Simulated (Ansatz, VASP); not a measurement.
BeSi2Br in VASP and in Ansatz

```xyz
4
Lattice="3.9414 0.0000 0.0000 -1.9707 3.4134 0.0000 0.0000 0.0000 6.4312" Properties=species:S:1:pos:R:3 pbc="T T T"
Be    0.0000    0.0000    3.2156
Si    0.0000    0.0000    4.6829
Si    0.0000    0.0000    1.7482
Br    0.0000    0.0000    0.0000
```

Alike in both runs: task single point; functional PBE; k mesh 6 × 6 × 4; occupations gaussian, width 0.1 eV; no spin polarisation.

|  | VASP | Ansatz |
| --- | --- | --- |
| version | VASP 6.6.1 | Ansatz 0.2.0 |
| potentials or method | VASP PAW PBE potentials, release 64 (Be, Si, Br), cutoff 520 eV | scalar-relativistic, plane waves, PAW |
| valence electrons in the cell | 17 | 17 |

|  | VASP | Ansatz | Ansatz less VASP |
| --- | --- | --- | --- |
| gap on the k mesh at the Fermi level (eV) | none | none | - |
| rms of the force components (eV/Å) | 0.476 | 0.617 | +0.1412 |

Atom by atom the forces differ by 0.141 eV/Å (rms over components). A gap of «none» marks a metal or a gap that the smearing closes. The functional is the same, so the differences come from potentials, cutoffs and numerics.
